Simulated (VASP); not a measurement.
Crystal: Re.

```
Re
1.0
     0.00000    1.94491    1.94491
     1.94491    0.00000    1.94491
     1.94491    1.94491    0.00000
Re
1
Direct
  0.00000 0.00000 0.00000
```

This isn't the form of Re at room conditions, which is hcp.

| Quantity | Value |
| --- | --- |
| Program | VASP 6.6.1 |
| Task | relaxation of cell and atoms |
| Functional | LDA |
| Potentials or basis | VASP PAW LDA potentials, release 64 (Re) |
| Cutoff | 600 eV |
| k mesh | 14 × 14 × 14 |
| Occupations | fermi-dirac, width 0.1 eV |
| Spin | no spin polarisation |

At the start: pressure -7.4 GPa; volume 14.71 Å³/atom.

Task: Where does the relaxation end?

Result: Over 4 steps the energy falls by 6.4 meV/atom and the volume is 14.44 Å³/atom (-1.9 %); space group Fm-3m (No. 225, to 0.1 Å) before and after.

Step by step:
```
step  energy change (eV)  largest force (eV/Å)  pressure (GPa)  volume (Å³)
   1              0.0000                0.0000           -7.40        14.71
   2              0.1229                0.0000           39.59        13.31
   3             -0.0064                0.0000           -0.28        14.45
   4             -0.0064                0.0000           -0.06        14.44
```

Final structure:
```cif
data_structure
_symmetry_space_group_name_H-M 'P 1'
_symmetry_Int_Tables_number 1
_cell_length_a 2.7334
_cell_length_b 2.7334
_cell_length_c 2.7334
_cell_angle_alpha 60.000
_cell_angle_beta 60.000
_cell_angle_gamma 60.000
_cell_volume 14.44
loop_
_atom_site_label
_atom_site_type_symbol
_atom_site_fract_x
_atom_site_fract_y
_atom_site_fract_z
_atom_site_occupancy
Re1 Re 0.00000 0.00000 0.00000 1
```
